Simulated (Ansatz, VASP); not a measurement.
This is a calculation of K for VASP 6.6.1.

POSCAR

```
K
1.0
   -2.6975585167      2.6975585167      2.6975585167
    2.6975585167     -2.6975585167      2.6975585167
    2.6975585167      2.6975585167     -2.6975585167
K
1
Direct
    0.0000000000      0.0000000000      0.0000000000
```

The input INCAR.step1:

```
PREC = Accurate
ENCUT = 400
EDIFF = 1E-5
ISMEAR = 0
SIGMA = 0.05
LREAL = False
LASPH = True
NELM = 120
ALGO = Normal
ISIF = 2
LWAVE = True
GGA = PE
NBANDS = 10
GGA_COMPAT = False
```

The input INCAR.step2:

```
PREC = Accurate
ENCUT = 400
EDIFF = 1E-6
ISMEAR = 0
SIGMA = 0.05
LREAL = False
LASPH = True
NELM = 120
ALGO = Normal
ISIF = 2
LWAVE = False
LCHARG = True
GGA = PE
LHFCALC = True
HFSCREEN = 0.2079
PRECFOCK = Normal
LELF = True
LVHAR = True
ISTART = 1
NBANDS = 10
GGA_COMPAT = False
```

File KPOINTS:

```
Automatic mesh
0
Gamma
  5 5 5
```

Potentials or basis: VASP PAW PBE potentials, release 64 (K_sv).

Command:

```console
$ cat potpaw_PBE.64/K_sv/POTCAR > POTCAR
$ cp INCAR.step1 INCAR
$ mpirun -np 1 vasp_std > vasp.out
$ cp INCAR.step2 INCAR
$ mpirun -np 1 vasp_std > vasp.out
```

Problem. Translate it to Ansatz 0.2.0. Potentials there: Ansatz PAW polarizable.

Solution. As run (the cutoff follows the program's own potentials):

input.yaml

```yaml
crystal:
  lattice:
    - [-2.6975585167, 2.6975585167, 2.6975585167]
    - [2.6975585167, -2.6975585167, 2.6975585167]
    - [2.6975585167, 2.6975585167, -2.6975585167]
  atoms:
    - { symbol: K, position: [0.0, 0.0, 0.0] }
hamiltonian:
  xc: hse06
  pseudopotentials: { kind: paw, partial_waves: polarizable }
kpoints:
  mp_grid: { grid: [5, 5, 5] }
scf:
  occupations: { method: gaussian, width: 0.05 }
output:
  forces: true
  stress: true
  eigenvalues: true
```

Potentials or basis: Ansatz PAW polarizable.

The run is started by

```bash
$ ansatz run input.yaml --threads 1 --pin off --max-ram 2560MiB --backend cpu --events-out ev --progress --plain --runs-dir out
```

Both were run:

|  | VASP | Ansatz | Ansatz less VASP |
| --- | --- | --- | --- |
| gap on the k mesh at the Fermi level (eV) | none | none | - |
| pressure (GPa) | -0.1 | -0.1 | 0.00 |

A gap of «none» marks a metal or a gap that the smearing closes.
